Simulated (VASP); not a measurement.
# Ta (P6_3/mmc) in VASP: a series of runs

Aim: see how the results for Ta move with the level of theory and the settings. Levels: RPBE+D4, RPBE. Tasks: relaxation of cell and atoms, single point.

All numbers are computed with VASP 6.6.1; they aren't measurements. Logs are shortened: lines on timing, memory, paths and dates and some standing lists are left out, and cuts for length are marked.

## (1) The cell of the first run

It takes space group P6_3/mmc (No. 194, hexagonal). The conventional cell has a = 2.900 Å, b = 2.900 Å, c = 5.166 Å, α = 90.00°, β = 90.00°, γ = 120.00°. Ta (site symmetry -6m2) has 12 Ta at 2.90 to 3.08 Å within 3.8 Å.

## (2) Relaxation of cell and atoms, RPBE+D4

Input file INCAR:

```
PREC = Accurate
ENCUT = 600
EDIFF = 1E-7
ISMEAR = -1
SIGMA = 0.05
LREAL = F
LASPH = T
NELM = 80
ALGO = Fast
ISIF = 3
LWAVE = F
LCHARG = F
GGA = RP
IVDW = 13
IBRION = 2
NSW = 60
EDIFFG = -0.01
```

Input file KPOINTS:

```
regular mesh
0
Gamma
  11 11 5
```

Input file POSCAR:

```
Ta
1.0
    2.9003720726      0.0000000000      0.0000000000
   -1.4501860363      2.5117958953      0.0000000000
    0.0000000000      0.0000000000      5.1662740000
Ta
2
Direct
    0.3333333333      0.6666666667      0.2500000000
    0.6666666667      0.3333333333      0.7500000000
```

Potentials or basis: VASP PAW PBE potentials, release 64 (Ta_pv).

The run is started by

```
> cat potpaw_PBE.64/Ta_pv/POTCAR > POTCAR
> mpirun -np 1 vasp_std > vasp.out
```

OUTCAR:

```text
PREC = Accurate
   ENCUT = 600
   EDIFF = 1E-7
   ISMEAR = -1
   LREAL = F
   LASPH = T
   NELM = 80
   ISIF = 3
   GGA = RP
   IVDW = 13
   IBRION = 2
   NSW = 60
   EDIFFG = -0.01

 ion  position               nearest neighbor table
   1  0.333  0.667  0.250-   2 3.08   2 3.08   2 3.08   2 3.08   2 3.08   2 3.08
   2  0.667  0.333  0.750-   1 3.08   1 3.08   1 3.08   1 3.08   1 3.08   1 3.08

  LATTYP: Found a hexagonal cell.
 ALAT       =     2.9003720726
 C/A-ratio  =     1.7812452577

  Lattice vectors:

 A1 = (   2.9003720726,   0.0000000000,   0.0000000000)
 A2 = (  -1.4501860363,   2.5117958953,   0.0000000000)
 A3 = (   0.0000000000,   0.0000000000,   5.1662740000)

Analysis of symmetry for initial positions (statically):
=====================================================================
 Subroutine PRICEL returns:
 Original cell was already a primitive cell.

 Routine SETGRP: Setting up the symmetry group for a
 hexagonal supercell.

 Subroutine GETGRP returns: Found 24 space group operations
 (whereof 12 operations were pure point group operations)
 out of a pool of 24 trial point group operations.

The static configuration has the point symmetry D_3d.
 The point group associated with its full space group is D_6h.

Analysis of symmetry for dynamics (positions and initial velocities):
=====================================================================
 Subroutine PRICEL returns:
 Original cell was already a primitive cell.

 Routine SETGRP: Setting up the symmetry group for a
 hexagonal supercell.

 Subroutine GETGRP returns: Found 24 space group operations
 (whereof 12 operations were pure point group operations)
 out of a pool of 24 trial point group operations.

The dynamic configuration has the point symmetry D_3d.
 The point group associated with its full space group is D_6h.

 Subroutine INISYM returns: Found 24 space group operations
 (whereof 12 operations are pure point group operations),
 and found     1 'primitive' translations

----------------------------------------------------------------------------------------

                                     Primitive cell

  volume of cell :      37.6370

  direct lattice vectors                    reciprocal lattice vectors
     2.900372073  0.000000000  0.000000000     0.344783350  0.199060760  0.000000000
    -1.450186036  2.511795895  0.000000000     0.000000000  0.398121520  0.000000000
     0.000000000  0.000000000  5.166274000     0.000000000  0.000000000  0.193563098

  length of vectors
     2.900372073  2.900372073  5.166274000     0.398121520  0.398121520  0.193563098

  position of ions in fractional coordinates (direct lattice)
     0.333333333  0.666666667  0.250000000
     0.666666667  0.333333333  0.750000000

  ion indices of the primitive-cell ions
   primitive index   ion index
                 1           1
                 2           2

----------------------------------------------------------------------------------------

 KPOINTS: regular mesh

Automatic generation of k-mesh.
 Grid dimensions read from file:
 generate k-points for:   11   11    5

 Generating k-lattice:

  Cartesian coordinates                     Fractional coordinates (reciprocal lattice)
     0.031343941  0.018096433  0.000000000     0.090909091 -0.000000000  0.000000000
     0.000000000  0.036192865  0.000000000     0.000000000  0.090909091  0.000000000
     0.000000000  0.000000000  0.038712620     0.000000000  0.000000000  0.200000000

  Length of vectors
     0.036192865  0.036192865  0.038712620

  Shift w.r.t. Gamma in fractional coordinates (k-lattice)
     0.000000000  0.000000000  0.000000000

 Subroutine IBZKPT returns following result:
 ===========================================

 Found     48 irreducible k-points:

 Following reciprocal coordinates:
            Coordinates               Weight
  0.000000  0.000000  0.000000      1.000000
  0.090909  0.000000  0.000000      6.000000
  0.181818  0.000000  0.000000      6.000000
  0.272727  0.000000  0.000000      6.000000
  0.363636 -0.000000  0.000000      6.000000
  0.454545  0.000000  0.000000      6.000000
[... 16 lines left out ...]
  0.090909  0.090909  0.200000     12.000000
  0.181818  0.090909  0.200000     24.000000
 [... further k-points ...]
   k-points           NKPTS =     48   k-points in BZ     NKDIM =     48   number of bands    NBANDS=     15
   number of dos      NEDOS =    301   number of ions     NIONS =      2
   total plane-waves  NPLWV =  24192
   dimension x,y,z NGX =    24 NGY =   24 NGZ =   42
   dimension x,y,z NGXF=    48 NGYF=   48 NGZF=   84
   ions per type =               2
   NGX,Y,Z   is equivalent  to a cutoff of  13.76, 13.76, 13.52 a.u.
   NGXF,Y,Z  is equivalent  to a cutoff of  27.51, 27.51, 27.03 a.u.
 SYSTEM =  unknown system
   PREC   = accura    normal or accurate (medium, high low for compatibility)
   ISTART =      0    job   : 0-new  1-cont  2-samecut
   ICHARG =      2    charge: 1-file 2-atom 10-const
   ISPIN  =      1    spin polarized calculation?
   LNONCOLLINEAR =      F non collinear calculations
   LSORBIT =      F    spin-orbit coupling
   LASPH  =      T    aspherical Exc in radial PAW
   ENCUT  =  600.0 eV  44.10 Ry    6.64 a.u.   5.79  5.79 10.32*2*pi/ulx,y,z
   NELM   =     80;   NELMIN=  2; NELMDL= -5     # of ELM steps
   EDIFF  = 0.1E-06   stopping-criterion for ELM
   LREAL  =      F    real-space projection
   EDIFFG = -.1E-01   stopping-criterion for IOM
   NSW    =     60    number of steps for IOM
   IBRION =      2    ionic relax: 0-MD 1-quasi-New 2-CG
   NFREE  =      1    steps in history (QN), initial steepest desc. (CG)
   ISIF   =      3    stress and relaxation
   ISYM   =      2    0-nonsym 1-usesym 2-fastsym
   POTIM  = 0.5000    time-step for ionic-motion
   TEBEG  =    0.0;   TEEND  =   0.0 temperature during run
   PSTRESS=    0.0 pullay stress
   NELECT =      22.0000    total number of electrons
   NUPDOWN=      -1.0000    fix difference up-down
   EMIN   =  10.00;   EMAX   =-10.00  energy-range for DOS
   EFERMI =   0.00;   METHOD = LEGACY
   ISMEAR =    -1;   SIGMA  =   0.05  broadening in eV -4-tet -1-fermi 0-gaus
   EFERMI_NEDOS =   21; number of points for ismear=-14 and -15
   IALGO  =     68    algorithm
   IMIX   =      4    mixing-type and parameters
     AMIX     =   0.40;   BMIX     =  1.00
     AMIX_MAG =   1.60;   BMIX_MAG =  1.00
  volume/ion in A,a.u.               =      18.82       126.99
  Fermi-wavevector in a.u.,A,eV,Ry     =   1.368812  2.586680 25.492516  1.873647
  Thomas-Fermi vector in A             =   2.494743
   LORBIT       =      0    0 simple, 1 ext, 2 COOP (PROOUT), +10 PAW based schemes
   GGA     = RP    functional components
   LHFCALC =     F    Hartree Fock is set to
   AEXX    =    0.0000 exact exchange contribution
   IVDW    =    13    specifies the selected vdW correction
   LEPSILON=     F    determine dielectric tensor
   LRPA    =     F    only Hartree local field effects (RPA)
 conjugate gradient relaxation of ions
 non-spin polarized calculation
 RMM-DIIS sequential band-by-band and
  energy-cutoff  :      600.00
  volume of cell :       37.64
 maximum number of plane-waves:      1275
 NGX is ok and might be reduce to    24
   NGX = 11   NGY = 11   NGZ = 21

--------------------------------------- Ionic step        1  -------------------------------------------

 number of electron      22.0000002 magnetization

 Free energy of the ion-electron system (eV)
  ---------------------------------------------------
  ext. energy  EPLUGINS =         0.00000000
  ---------------------------------------------------
  free energy    TOTEN  =       -22.10322366 eV

  energy without entropy =      -22.08388051  energy(sigma->0) =      -22.09355209

------------------------ aborting loop because EDIFF is reached ----------------------------------------

  DFT-D4 for vdW energy calculation

  Edisp (eV):   -0.99513

  FORCE on cell =-STRESS in cart. coord.  units (eV):
  Direction    XX          YY          ZZ          XY          YZ          ZX
  --------------------------------------------------------------------------------------
  -------------------------------------------------------------------------------------
  Total      -0.49280    -0.49280    -0.36281     0.00000     0.00000     0.00000
  in kB     -20.97797   -20.97797   -15.44440     0.00000     0.00000     0.00000
  external pressure =      -19.13 kB  Pullay stress =        0.00 kB
[... 141 lines left out ...]
  energy  without entropy=      -23.0819788176  energy(sigma->0) =      -23.09135392

--------------------------------------- Ionic step        5  -------------------------------------------

 number of electron      22.0000001 magnetization

 Free energy of the ion-electron system (eV)
  ---------------------------------------------------
  ext. energy  EPLUGINS =         0.00000000
  ---------------------------------------------------
  free energy    TOTEN  =       -22.09587464 eV

  energy without entropy =      -22.07716621  energy(sigma->0) =      -22.08652043

 E-fermi :   5.7620     XC(G=0): -12.3751

 val. band max:        5.7526300747   @ k =   0.3636  -0.0000   0.0000
 cond. band min:       5.7896560313   @ k =   0.2727   0.0909   0.4000
 fundamental gap:      0.0370259566
 Fermi energy:         5.7620269269

 k-point     1 :       0.0000    0.0000    0.0000
  band No.  band energies     occupation
      1     -28.8458      2.00000
      2     -28.0174      2.00000
      3     -27.8902      2.00000
      4     -27.8902      2.00000
      5     -27.8074      2.00000
      6     -27.8074      2.00000
      7      -2.4743      2.00000
      8       0.8063      2.00000
      9       5.1595      1.99999
     10       5.5785      1.95038
     11       6.3587      0.00001
     12       6.3587      0.00001
     13       6.9247      0.00000
     14       6.9247      0.00000
     15       8.7760      0.00000
[... 397 lines left out ...]
 k-point    24 :       0.1818    0.0909    0.2000
  band No.  band energies     occupation
      1     -28.6423      2.00000
      2     -28.3611      2.00000
      3     -28.3235      2.00000
      4     -28.0857      2.00000
      5     -28.0143      2.00000
      6     -27.9420      2.00000
      7      -0.2335      2.00000
      8       2.4530      2.00000
      9       3.6402      2.00000
     10       4.6177      2.00000
     11       5.3213      1.99970
     12       5.9587      0.03839
     13       7.5409      0.00000
     14       7.7518      0.00000
     15       8.7961      0.00000

 [... further k-points ...]

------------------------ aborting loop because EDIFF is reached ----------------------------------------

  DFT-D4 for vdW energy calculation

  Edisp (eV):   -1.00485

  FORCE on cell =-STRESS in cart. coord.  units (eV):
  Direction    XX          YY          ZZ          XY          YZ          ZX
  --------------------------------------------------------------------------------------
  -------------------------------------------------------------------------------------
  Total      -0.01764    -0.01764    -0.01908     0.00000     0.00000    -0.00000
  in kB      -0.75831    -0.75831    -0.82005     0.00000     0.00000    -0.00000
  external pressure =       -0.78 kB  Pullay stress =        0.00 kB
[... 17 lines left out ...]
  FREE ENERGIE OF THE ION-ELECTRON SYSTEM (eV)
  ---------------------------------------------------
  free  energy   TOTEN  =       -23.1007282278 eV

  energy  without entropy=      -23.0820197927  energy(sigma->0) =      -23.09137401

 reached required accuracy - stopping structural energy minimisation
```

Run time: 44 s. Hardware: 1 thread of Intel Xeon 6975P-C (Granite Rapids), shared host; peak memory 0.18 GiB.

What came out:

```yaml
Free_energy: -23.1007 eV
Relaxed_volume: 18.64 Å³/atom
Relaxed_cell: a = 2.889 Å, b = 2.889 Å, c = 5.155 Å, α = 90.00°, β = 90.00°, γ = 120.00°
Space_group_after_relaxing_to_0.05_Å: P6_3/mmc (No. 194)
Energy_gained_by_relaxing: 1.2 meV/atom
Ionic_steps: 5
Pressure_after_relaxing: -0.1 GPa
Band_gap_on_the_k_mesh: zero (band 11 reaches 6.66 eV, above the bottom of band 12 at 5.20 eV)
Dispersion_energy_per_atom: -0.502 eV
```

Step by step:
```
step  energy change (eV)  largest force (eV/Å)  pressure (GPa)  volume (Å³)
   1              0.0000                0.0000           -1.91        37.64
   2              0.0092                0.0000            4.52        36.43
   3             -0.0024                0.0000           -0.05        37.26
   4             -0.0024                0.0000            0.05        37.25
   5             -0.0024                0.0000           -0.08        37.27
```

Final structure:
```
Ta
1.0
     2.88946    0.00000    0.00000
    -1.44473    2.50234    0.00000
     0.00000    0.00000    5.15526
Ta
2
Cartesian
  0.0000 1.6682 1.2888
  1.4447 0.8341 3.8664
```

Levels at points of the mesh, in eV from the Fermi level:
| k point | band 8 | band 9 | band 10 | band 11 | band 12 | band 13 | band 14 | band 15 |
| --- | --- | --- | --- | --- | --- | --- | --- | --- |
| (0.00, 0.00, 0.00) | -4.96 | -0.60 | -0.18 | 0.60 | 0.60 | 1.16 | 1.16 | 3.01 |

Caveat: the PAW data sets were made with another functional, which shifts forces and pressure a little; spin-orbit coupling is left out, which moves the levels of the heavy elements; pairwise dispersion overbinds metals, which lowers pressure and volume.

## (3) Single point, RPBE

Input file INCAR:

```
  PREC = Accurate
  ENCUT = 520
  EDIFF = 1E-6
  ISMEAR = -1
  SIGMA = 0.05
  LREAL = F
  LASPH = T
  NELM = 80
  ALGO = Normal
  ISIF = 2
  LWAVE = F
  LCHARG = F
  GGA = RP
  NBANDS = 18
```

Input file KPOINTS:

```
Automatic mesh
0
Gamma
  11 11 5
```

POSCAR is that of step 2.

Potentials or basis: VASP PAW PBE potentials, release 64 (Ta_pv).

The run is started by

```
> cat potpaw_PBE.64/Ta_pv/POTCAR > POTCAR
> mpirun -np 1 vasp_std > vasp.out
```

It took 34 s on 1 thread of AMD EPYC 7R13 (Zen 3), shared host; peak memory 0.14 GiB.

Results (log left out):

```yaml
Free_energy: -22.1022 eV
Pressure: 2.3 GPa
Band_gap_on_the_k_mesh: zero (band 11 reaches 6.55 eV, above the bottom of band 12 at 5.12 eV)
```

Stress tensor (GPa, compression positive):
```
2.15 0.00 0.00
0.00 2.15 0.00
0.00 0.00 2.58
```

Levels at points of the mesh, in eV from the Fermi level:
| k point | band 7 | band 8 | band 9 | band 10 | band 11 | band 12 | band 13 | band 14 | band 15 | band 16 |
| --- | --- | --- | --- | --- | --- | --- | --- | --- | --- | --- |
| (0.00, 0.00, 0.00) | -8.20 | -4.92 | -0.57 | -0.19 | 0.60 | 0.60 | 1.16 | 1.16 | 2.97 | 2.97 |

Caveat: the PAW data sets were made with another functional, which shifts forces and pressure a little; spin-orbit coupling is left out, which moves the levels of the heavy elements.

## (4) Single point, RPBE

This run uses another cell than the first one, of 19.05 Å³/atom, 1.012 times its volume.

Input file INCAR:

```
SYSTEM = Ta
PREC = Accurate
ENCUT = 520
EDIFF = 1E-6
ISMEAR = -1
SIGMA = 0.05
LREAL = .False.
LASPH = .True.
NELM = 60
ALGO = Normal
ISIF = 2
LWAVE = .False.
LCHARG = .True.
GGA = RP
LELF = .True.
LVHAR = .True.
NBANDS = 18
```

Input file KPOINTS:

```
Automatic mesh
0
Gamma
  11 11 5
  0 0 0
```

Input file POSCAR:

```
Ta
1.0
    2.9097055771      0.0000000000      0.0000000000
   -1.4548527885      2.5198789473      0.0000000000
    0.0000000000      0.0000000000      5.1965520676
Ta
2
Direct
    0.3333333333      0.6666666667      0.2500000000
    0.6666666667      0.3333333333      0.7500000000
```

Potentials or basis: VASP PAW PBE potentials, release 64 (Ta_pv).

The run is started by

```
> cat potpaw_PBE.64/Ta_pv/POTCAR > POTCAR
> mpirun -np 1 vasp_std > vasp.out
```

OUTCAR:

```text
SYSTEM = Ta
   PREC = Accurate
   ENCUT = 520
   EDIFF = 1E-6
   ISMEAR = -1
   LREAL = .False.
   LASPH = .True.
   NELM = 60
   ISIF = 2
   GGA = RP

 ion  position               nearest neighbor table
   1  0.333  0.667  0.250-   2 3.09   2 3.09   2 3.09   2 3.09   2 3.09   2 3.09
   2  0.667  0.333  0.750-   1 3.09   1 3.09   1 3.09   1 3.09   1 3.09   1 3.09

  LATTYP: Found a hexagonal cell.
 ALAT       =     2.9097055771
 C/A-ratio  =     1.7859374187

  Lattice vectors:

[... 692 lines left out ...]

------------------------ aborting loop because EDIFF is reached ----------------------------------------

  FORCE on cell =-STRESS in cart. coord.  units (eV):
  Direction    XX          YY          ZZ          XY          YZ          ZX
  --------------------------------------------------------------------------------------
  -------------------------------------------------------------------------------------
  Total        0.0042613      0.0042613      0.0052224      0.0000000     -0.0000000      0.0000000
  in kB        0.1791894      0.1791894      0.2196028      0.0000000     -0.0000000      0.0000000
  external PRESSURE =       0.1926605 kB  Pullay stress =       0.0000000 kB

 VOLUME and BASIS-vectors are now :
 -----------------------------------------------------------------------------
  energy-cutoff  :      520.00
  volume of cell :       38.10
      direct lattice vectors                 reciprocal lattice vectors
     2.909705577  0.000000000  0.000000000     0.343677384  0.198422230  0.000000000
    -1.454852788  2.519878947  0.000000000     0.000000000  0.396844460  0.000000000
     0.000000000  0.000000000  5.196552068     0.000000000  0.000000000  0.192435289

 POSITION                                       TOTAL-FORCE (eV/Angst)
 -----------------------------------------------------------------------------------
     -0.00000      1.67992      1.29914         0.000000      0.000000      0.000000
      1.45485      0.83996      3.89741        -0.000000      0.000000      0.000000
 -----------------------------------------------------------------------------------
    total drift:                               -0.000000      0.000000     -0.000000

  FREE ENERGIE OF THE ION-ELECTRON SYSTEM (eV)
  ---------------------------------------------------
  free  energy   TOTEN  =       -22.1057558327 eV

  energy  without entropy=      -22.0861762744  energy(sigma->0) =      -22.09596605
```

OSZICAR:

```text
N       E                     dE             d eps       ncg     rms          rms(c)
DAV:   1     0.171724214511E+03    0.17172E+03   -0.12805E+04  1728   0.126E+03
DAV:   2    -0.187181772000E+02   -0.19044E+03   -0.18738E+03  2178   0.356E+02
DAV:   3    -0.229543905774E+02   -0.42362E+01   -0.41925E+01  2054   0.500E+01
DAV:   4    -0.229848202268E+02   -0.30430E-01   -0.30347E-01  1952   0.453E+00
DAV:   5    -0.229850515601E+02   -0.23133E-03   -0.23132E-03  1980   0.380E-01    0.169E+01
DAV:   6    -0.223155928979E+02    0.66946E+00   -0.75045E-01  1896   0.768E+00    0.822E+00
DAV:   7    -0.221073708968E+02    0.20822E+00   -0.67267E-01  1972   0.689E+00    0.551E-01
DAV:   8    -0.221057865240E+02    0.15844E-02   -0.11301E-02  1886   0.907E-01    0.168E-01
DAV:   9    -0.221057755726E+02    0.10951E-04   -0.44450E-04  1998   0.187E-01    0.605E-02
DAV:  10    -0.221057582550E+02    0.17318E-04   -0.35028E-05  2104   0.461E-02    0.725E-03
DAV:  11    -0.221057568290E+02    0.14260E-05   -0.33797E-06  1770   0.137E-02    0.460E-03
DAV:  12    -0.221057557533E+02    0.10757E-05   -0.22004E-07   898   0.492E-03    0.758E-04
DAV:  13    -0.221057558327E+02   -0.79439E-07   -0.18139E-08   886   0.111E-03
   1 F= -.22105756E+02 E0= -.22095966E+02  d E =-.195796E-01
```

Run time: 32 s. Hardware: 1 thread of AMD EPYC 7R13 (Zen 3), shared host; peak memory 0.14 GiB.

What came out:

```yaml
Free_energy: -22.1058 eV
Pressure: 0.0 GPa
Band_gap_on_the_k_mesh: zero (band 11 reaches 6.43 eV, above the bottom of band 12 at 5.01 eV)
```

Caveat: the PAW data sets were made with another functional, which shifts forces and pressure a little; spin-orbit coupling is left out, which moves the levels of the heavy elements.

## (5) Summary

| task | level | cell | cutoff (eV) | gap on the mesh (eV) | pressure (GPa) |
| --- | --- | --- | --- | --- | --- |
| relaxation of cell and atoms | RPBE+D4 | relaxed from a = 2.900, b = 2.900, c = 5.166 Å, angles 90.0, 90.0, 120.0°, 2 atoms | 600 | none | -0.1 |
| single point | RPBE | a = 2.900, b = 2.900, c = 5.166 Å, angles 90.0, 90.0, 120.0°, 2 atoms | 520 | none | 2.3 |
| single point | RPBE | a = 2.910, b = 2.910, c = 5.197 Å, angles 90.0, 90.0, 120.0°, 2 atoms | 520 | none | 0.0 |

Alike in all rows: potentials or basis VASP PAW PBE potentials, release 64 (Ta_pv); no spin polarisation; k mesh 11 × 11 × 5; smearing fermi-dirac 0.05 eV.

Caveats: the PAW data sets were made with another functional, which shifts forces and pressure a little; spin-orbit coupling is left out, which moves the levels of the heavy elements; pairwise dispersion overbinds metals, which lowers pressure and volume (some runs).

Absolute energies hang on the potentials; compare differences alone.
